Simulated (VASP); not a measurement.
# SnO2 (Cassiterite) (P4_2/mnm) in VASP: notebook

SnO2 (Cassiterite) is run at these levels: PBE; tasks: single point.

Everything below comes from runs of VASP 6.6.1. Logs are shortened: lines on timing, memory, paths and dates and some standing lists are left out, and cuts for length are marked.

**1. The cell of the first run**

It takes space group P4_2/mnm (No. 136, tetragonal). Conventional cell: a = 4.828 Å, b = 4.828 Å, c = 3.238 Å, α = 90.00°, β = 90.00°, γ = 90.00°. Within 2.8 Å of Sn (site symmetry mmm) lie 6 O at 2.09 Å. Within 2.8 Å of O (site symmetry m2m) lie 3 Sn at 2.09 Å and 1 O at 2.64 Å.

**2. Single point, PBE**

Contents of INCAR:

```
PREC = Accurate ; ENCUT = 520
EDIFF = 1E-6 ; ISMEAR = -1
SIGMA = 0.05 ; LREAL = F
LASPH = T ; NELM = 60
ALGO = Normal ; ISIF = 2
LWAVE = F ; LCHARG = F
GGA = PE ; NBANDS = 35
```

Contents of KPOINTS:

```
regular mesh
0
Gamma
  6 6 8
```

Contents of POSCAR:

```
SnO2
1.0
    4.8275211408      0.0000000000      0.0000000000
    0.0000000000      4.8275211408      0.0000000000
    0.0000000000      0.0000000000      3.2380465641
Sn O
2 4
Direct
    0.5000000000      0.5000000000      0.5000000000
    0.0000000000      0.0000000000      0.0000000000
    0.8065894820      0.1934105180      0.5000000000
    0.6934105180      0.6934105180      0.0000000000
    0.1934105180      0.8065894820      0.5000000000
    0.3065894820      0.3065894820      0.0000000000
```

Potentials or basis: VASP PAW PBE potentials, release 64 (Sn_d, O).

Launch:

```sh
$ cat potpaw_PBE.64/Sn_d/POTCAR potpaw_PBE.64/O/POTCAR > POTCAR
$ mpirun -np 1 vasp_std > vasp.out
```

OUTCAR:

```text
PREC = Accurate
   ENCUT = 520
   EDIFF = 1E-6
   ISMEAR = -1
   LREAL = F
   LASPH = T
   NELM = 60
   ISIF = 2
   GGA = PE

 ion  position               nearest neighbor table
   1  0.500  0.500  0.500-   4 2.09   6 2.09   4 2.09   6 2.09   5 2.09   3 2.09
   2  0.000  0.000  0.000-   3 2.09   5 2.09   3 2.09   5 2.09   4 2.09   6 2.09
   3  0.807  0.193  0.500-   2 2.09   2 2.09   1 2.09
   4  0.693  0.693  0.000-   1 2.09   1 2.09   2 2.09
   5  0.193  0.807  0.500-   2 2.09   2 2.09   1 2.09
   6  0.307  0.307  0.000-   1 2.09   1 2.09   2 2.09

  LATTYP: Found a simple tetragonal cell.
 ALAT       =     4.8275211408
 C/A-ratio  =     0.6707472572

  Lattice vectors:

 A1 = (   4.8275211408,   0.0000000000,   0.0000000000)
 A2 = (   0.0000000000,   4.8275211408,   0.0000000000)
 A3 = (   0.0000000000,   0.0000000000,   3.2380465641)

Analysis of symmetry for initial positions (statically):
=====================================================================
 Subroutine PRICEL returns:
 Original cell was already a primitive cell.

 Routine SETGRP: Setting up the symmetry group for a
 simple tetragonal supercell.

 Subroutine GETGRP returns: Found 16 space group operations
 (whereof  8 operations were pure point group operations)
 out of a pool of 16 trial point group operations.

The static configuration has the point symmetry D_2h.
 The point group associated with its full space group is D_4h.

Analysis of symmetry for dynamics (positions and initial velocities):
=====================================================================
 Subroutine PRICEL returns:
 Original cell was already a primitive cell.

 Routine SETGRP: Setting up the symmetry group for a
 simple tetragonal supercell.

 Subroutine GETGRP returns: Found 16 space group operations
 (whereof  8 operations were pure point group operations)
 out of a pool of 16 trial point group operations.

The dynamic configuration has the point symmetry D_2h.
 The point group associated with its full space group is D_4h.

 Subroutine INISYM returns: Found 16 space group operations
 (whereof  8 operations are pure point group operations),
 and found     1 'primitive' translations

----------------------------------------------------------------------------------------

                                     Primitive cell

  volume of cell :      75.4625

[... 98 lines left out ...]
   EDIFFG = 0.1E-04   stopping-criterion for IOM
   NSW    =      0    number of steps for IOM
   IBRION =     -1    ionic relax: 0-MD 1-quasi-New 2-CG
   NFREE  =      0    steps in history (QN), initial steepest desc. (CG)
   ISIF   =      2    stress and relaxation
   ISYM   =      2    0-nonsym 1-usesym 2-fastsym
   POTIM  = 0.5000    time-step for ionic-motion
   TEBEG  =    0.0;   TEEND  =   0.0 temperature during run
   PSTRESS=    0.0 pullay stress
   NELECT =      52.0000    total number of electrons
   NUPDOWN=      -1.0000    fix difference up-down
   EMIN   =  10.00;   EMAX   =-10.00  energy-range for DOS
   EFERMI =   0.00;   METHOD = LEGACY
   ISMEAR =    -1;   SIGMA  =   0.05  broadening in eV -4-tet -1-fermi 0-gaus
   EFERMI_NEDOS =   21; number of points for ismear=-14 and -15
   IALGO  =     38    algorithm
   IMIX   =      4    mixing-type and parameters
     AMIX     =   0.40;   BMIX     =  1.00
     AMIX_MAG =   1.60;   BMIX_MAG =  1.00
  volume/ion in A,a.u.               =      12.58        84.87
  Fermi-wavevector in a.u.,A,eV,Ry     =   1.445991  2.732526 28.448268  2.090889
  Thomas-Fermi vector in A             =   2.564110
   LORBIT       =      0    0 simple, 1 ext, 2 COOP (PROOUT), +10 PAW based schemes
   GGA     = PE    functional components
   LHFCALC =     F    Hartree Fock is set to
   AEXX    =    0.0000 exact exchange contribution
   IVDW    =     0    specifies the selected vdW correction
   LEPSILON=     F    determine dielectric tensor
   LRPA    =     F    only Hartree local field effects (RPA)
 non-spin polarized calculation
  energy-cutoff  :      520.00
  volume of cell :       75.46
 maximum number of plane-waves:      2068
 NGX is ok and might be reduce to    36
   NGX = 17   NGY = 17   NGZ = 13

 number of electron      52.0000002 magnetization

 Free energy of the ion-electron system (eV)
  ---------------------------------------------------
  ext. energy  EPLUGINS =         0.00000000
  ---------------------------------------------------
  free energy    TOTEN  =       -37.31098755 eV

  energy without entropy =      -37.31097811  energy(sigma->0) =      -37.31098283

 E-fermi :   5.8794     XC(G=0): -10.9759

 val. band max:        5.5311515088   @ k =   0.0000   0.0000   0.0000
 cond. band min:       6.2004592936   @ k =   0.0000   0.0000   0.0000
 fundamental gap:      0.6693077848
 Fermi energy:         5.8794272540

 k-point     1 :       0.0000    0.0000    0.0000
  band No.  band energies     occupation
      1     -15.5043      2.00000
      2     -14.8402      2.00000
      3     -14.6467      2.00000
      4     -14.6195      2.00000
      5     -14.6195      2.00000
      6     -14.5537      2.00000
[... 901 lines left out ...]
     34      17.5176      0.00000
     35      17.8001      0.00000

 [... further k-points ...]

------------------------ aborting loop because EDIFF is reached ----------------------------------------

  FORCE on cell =-STRESS in cart. coord.  units (eV):
  Direction    XX          YY          ZZ          XY          YZ          ZX
  --------------------------------------------------------------------------------------
  -------------------------------------------------------------------------------------
  Total        0.2414064      0.2414064      0.3839229      0.0000000      0.0000000      0.0000000
  in kB        5.1254010      5.1254010      8.1512297      0.0000000      0.0000000      0.0000000
  external PRESSURE =       6.1340106 kB  Pullay stress =       0.0000000 kB

 VOLUME and BASIS-vectors are now :
 -----------------------------------------------------------------------------
  energy-cutoff  :      520.00
  volume of cell :       75.46
      direct lattice vectors                 reciprocal lattice vectors
     4.827521141  0.000000000  0.000000000     0.207145649  0.000000000  0.000000000
     0.000000000  4.827521141  0.000000000     0.000000000  0.207145649  0.000000000
     0.000000000  0.000000000  3.238046564     0.000000000  0.000000000  0.308828172

 POSITION                                       TOTAL-FORCE (eV/Angst)
 -----------------------------------------------------------------------------------
      2.41376      2.41376      1.61902         0.000000      0.000000      0.000000
      0.00000      0.00000      0.00000         0.000000      0.000000      0.000000
      3.89383      0.93369      1.61902        -0.012909      0.012909      0.000000
      3.34745      3.34745      0.00000         0.012909      0.012909      0.000000
      0.93369      3.89383      1.61902         0.012909     -0.012909      0.000000
      1.48007      1.48007      0.00000        -0.012909     -0.012909     -0.000000
 -----------------------------------------------------------------------------------
    total drift:                                0.000000      0.000000      0.000000

  FREE ENERGIE OF THE ION-ELECTRON SYSTEM (eV)
  ---------------------------------------------------
  free  energy   TOTEN  =       -37.3109875466 eV

  energy  without entropy=      -37.3109781122  energy(sigma->0) =      -37.31098283
```

OSZICAR:

```text
N       E                     dE             d eps       ncg     rms          rms(c)
DAV:   1     0.630871816584E+03    0.63087E+03   -0.25488E+04  3916   0.229E+03
DAV:   2     0.594413476174E+02   -0.57143E+03   -0.53981E+03  3732   0.611E+02
DAV:   3    -0.381710839866E+02   -0.97612E+02   -0.96018E+02  3868   0.208E+02
DAV:   4    -0.433129357237E+02   -0.51419E+01   -0.51030E+01  4389   0.515E+01
DAV:   5    -0.434459129887E+02   -0.13298E+00   -0.13275E+00  4315   0.878E+00    0.156E+01
DAV:   6    -0.372368954795E+02    0.62090E+01   -0.17619E+01  5504   0.643E+01    0.603E+00
DAV:   7    -0.373416982598E+02   -0.10480E+00   -0.20207E+00  4019   0.787E+00    0.317E+00
DAV:   8    -0.373181227121E+02    0.23576E-01   -0.18704E-01  5277   0.388E+00    0.741E-01
DAV:   9    -0.373101196502E+02    0.80031E-02   -0.35475E-02  5708   0.281E+00    0.129E-01
DAV:  10    -0.373109064783E+02   -0.78683E-03   -0.41131E-03  4528   0.570E-01    0.461E-02
DAV:  11    -0.373109891122E+02   -0.82634E-04   -0.20338E-04  5415   0.123E-01    0.197E-02
DAV:  12    -0.373109903982E+02   -0.12860E-05   -0.14479E-05  5215   0.269E-02    0.132E-02
DAV:  13    -0.373109872846E+02    0.31135E-05   -0.86791E-06  4203   0.384E-02    0.243E-03
DAV:  14    -0.373109875466E+02   -0.26192E-06   -0.61945E-07  2248   0.569E-03
   1 F= -.37310988E+02 E0= -.37310983E+02  d E =-.943433E-05
```

Wall time 60 s (1 thread of AMD EPYC 9R45 (Zen 5), shared host); peak memory 0.21 GiB.

What came out:

```
Free energy            : -37.3110 eV
Pressure               : 0.6 GPa
Largest force          : 0.018 eV/Å
Band gap on the k mesh : 0.67 eV, direct
```

Forces on the atoms (eV/Å):
```
Sn   0.000  0.000  0.000
Sn   0.000  0.000  0.000
O   -0.013  0.013  0.000
O    0.013  0.013  0.000
O    0.013 -0.013  0.000
O   -0.013 -0.013  0.000
```

Stress tensor (GPa, compression positive):
```
0.51 0.00 0.00
0.00 0.51 0.00
0.00 0.00 0.82
```

Caveat: spin-orbit coupling is left out, which moves the levels of the heavy elements.

**3. Single point, PBE**

Contents of INCAR:

```
SYSTEM = SnO2
  ALGO = Normal
  EDIFF = 1E-6
  ENCUT = 520
  GGA = PE
  ISIF = 2
  ISMEAR = -1
  LASPH = .True.
  LCHARG = .True.
  LELF = .True.
  LREAL = .False.
  LVHAR = .True.
  LWAVE = .False.
  NBANDS = 35
  NELM = 80
  PREC = Accurate
  SIGMA = 0.05
```

Contents of KPOINTS:

```
k-points
0
Gamma
  6 6 8
  0 0 0
```

Contents of POSCAR:

```
SnO2
1.0
    4.8252061014      0.0000000000      0.0000000000
    0.0000000000      4.8252061014      0.0000000000
    0.0000000000      0.0000000000      3.2384418811
Sn O
2 4
Direct
    0.5000000000      0.5000000000      0.5000000000
    0.0000000000      0.0000000000      0.0000000000
    0.8066102267      0.1933897733      0.5000000000
    0.6933897733      0.6933897733      0.0000000000
    0.1933897733      0.8066102267      0.5000000000
    0.3066102267      0.3066102267      0.0000000000
```

Potentials or basis: VASP PAW PBE potentials, release 64 (Sn_d, O).

Launch:

```sh
$ cat potpaw_PBE.64/Sn_d/POTCAR potpaw_PBE.64/O/POTCAR > POTCAR
$ mpirun -np 1 vasp_std > vasp.out
```

OUTCAR:

```text
SYSTEM = SnO2
   EDIFF = 1E-6
   ENCUT = 520
   GGA = PE
   ISIF = 2
   ISMEAR = -1
   LASPH = .True.
   LREAL = .False.
   NELM = 80
   PREC = Accurate

 ion  position               nearest neighbor table
   1  0.500  0.500  0.500-   4 2.09   6 2.09   4 2.09   6 2.09   5 2.09   3 2.09
   2  0.000  0.000  0.000-   3 2.09   5 2.09   3 2.09   5 2.09   4 2.09   6 2.09
   3  0.807  0.193  0.500-   2 2.09   2 2.09   1 2.09
   4  0.693  0.693  0.000-   1 2.09   1 2.09   2 2.09
   5  0.193  0.807  0.500-   2 2.09   2 2.09   1 2.09
   6  0.307  0.307  0.000-   1 2.09   1 2.09   2 2.09

  LATTYP: Found a simple tetragonal cell.
 ALAT       =     4.8252061014
 C/A-ratio  =     0.6711509960

  Lattice vectors:

 A1 = (   4.8252061014,   0.0000000000,   0.0000000000)
 A2 = (   0.0000000000,   4.8252061014,   0.0000000000)
 A3 = (   0.0000000000,   0.0000000000,   3.2384418811)

Analysis of symmetry for initial positions (statically):
=====================================================================
 Subroutine PRICEL returns:
 Original cell was already a primitive cell.

 Routine SETGRP: Setting up the symmetry group for a
[... 182 lines left out ...]
 fundamental gap:      0.6766335871
 Fermi energy:         5.8925900084

 k-point     1 :       0.0000    0.0000    0.0000
  band No.  band energies     occupation
      1     -15.4952      2.00000
      2     -14.8286      2.00000
      3     -14.6352      2.00000
      4     -14.6081      2.00000
      5     -14.6081      2.00000
      6     -14.5425      2.00000
[... 901 lines left out ...]
     34      17.5370      0.00000
     35      17.8135      0.00000

 [... further k-points ...]

------------------------ aborting loop because EDIFF is reached ----------------------------------------

  FORCE on cell =-STRESS in cart. coord.  units (eV):
  Direction    XX          YY          ZZ          XY          YZ          ZX
  --------------------------------------------------------------------------------------
  -------------------------------------------------------------------------------------
  Total        0.3163762      0.3163762      0.4257236     -0.0000000      0.0000000      0.0000000
  in kB        6.7227426      6.7227426      9.0462883     -0.0000000      0.0000000      0.0000000
  external PRESSURE =       7.4972578 kB  Pullay stress =       0.0000000 kB

 VOLUME and BASIS-vectors are now :
 -----------------------------------------------------------------------------
  energy-cutoff  :      520.00
  volume of cell :       75.40
      direct lattice vectors                 reciprocal lattice vectors
     4.825206101  0.000000000  0.000000000     0.207245033  0.000000000  0.000000000
     0.000000000  4.825206101  0.000000000     0.000000000  0.207245033  0.000000000
     0.000000000  0.000000000  3.238441881     0.000000000  0.000000000  0.308790473

 POSITION                                       TOTAL-FORCE (eV/Angst)
 -----------------------------------------------------------------------------------
      2.41260      2.41260      1.61922         0.000000      0.000000      0.000000
      0.00000      0.00000      0.00000         0.000000      0.000000      0.000000
      3.89206      0.93315      1.61922        -0.016123      0.016123      0.000000
      3.34575      3.34575      0.00000         0.016123      0.016123      0.000000
      0.93315      3.89206      1.61922         0.016123     -0.016123      0.000000
      1.47946      1.47946      0.00000        -0.016123     -0.016123      0.000000
 -----------------------------------------------------------------------------------
    total drift:                                0.000000      0.000000     -0.000000

  FREE ENERGIE OF THE ION-ELECTRON SYSTEM (eV)
  ---------------------------------------------------
  free  energy   TOTEN  =       -37.3106951245 eV

  energy  without entropy=      -37.3106862871  energy(sigma->0) =      -37.31069071
```

OSZICAR:

```text
N       E                     dE             d eps       ncg     rms          rms(c)
DAV:   1     0.641898545687E+03    0.64190E+03   -0.25560E+04  3803   0.228E+03
DAV:   2     0.585353345410E+02   -0.58336E+03   -0.55119E+03  3759   0.600E+02
DAV:   3    -0.383004267802E+02   -0.96836E+02   -0.95122E+02  3853   0.207E+02
DAV:   4    -0.433165087522E+02   -0.50161E+01   -0.49776E+01  4419   0.508E+01
DAV:   5    -0.434477406449E+02   -0.13123E+00   -0.13103E+00  4326   0.867E+00    0.157E+01
DAV:   6    -0.372380555466E+02    0.62097E+01   -0.17532E+01  5542   0.643E+01    0.604E+00
DAV:   7    -0.373414286604E+02   -0.10337E+00   -0.20029E+00  3995   0.787E+00    0.317E+00
DAV:   8    -0.373177093314E+02    0.23719E-01   -0.18467E-01  5256   0.387E+00    0.742E-01
DAV:   9    -0.373098304423E+02    0.78789E-02   -0.35200E-02  5692   0.281E+00    0.129E-01
DAV:  10    -0.373106123076E+02   -0.78187E-03   -0.41075E-03  4489   0.570E-01    0.465E-02
DAV:  11    -0.373106967676E+02   -0.84460E-04   -0.20528E-04  5406   0.123E-01    0.193E-02
DAV:  12    -0.373106980048E+02   -0.12371E-05   -0.14790E-05  5224   0.275E-02    0.131E-02
DAV:  13    -0.373106948787E+02    0.31261E-05   -0.87161E-06  4190   0.387E-02    0.232E-03
DAV:  14    -0.373106951245E+02   -0.24582E-06   -0.62360E-07  2240   0.571E-03
   1 F= -.37310695E+02 E0= -.37310691E+02  d E =-.883738E-05
```

stdout:

```text
POSCAR found type information on POSCAR SnO
 POSCAR found :  2 types and       6 ions
 scaLAPACK will be used
 LDA part: xc-table for (Slater+PW92), standard interpolation
 POSCAR, INCAR and KPOINTS ok, starting setup
 FFT: planning ... GRIDC
 FFT: planning ... GRID_SOFT
 FFT: planning ... GRID
 WAVECAR not read
 entering main loop
```

It took 62 s on 1 thread of AMD EPYC 9R45 (Zen 5), shared host; peak memory 0.21 GiB.

What came out:

| Quantity | Value |
| --- | --- |
| Free energy | -37.3107 eV |
| Pressure | 0.7 GPa |
| Largest force | 0.023 eV/Å |
| Band gap on the k mesh | 0.68 eV, direct |

Forces on the atoms (eV/Å):
```
Sn   0.000  0.000  0.000
Sn   0.000  0.000  0.000
O   -0.016  0.016  0.000
O    0.016  0.016  0.000
O    0.016 -0.016  0.000
O   -0.016 -0.016  0.000
```

Caveat: spin-orbit coupling is left out, which moves the levels of the heavy elements. As with any semilocal functional, this PBE gap is likely too small.
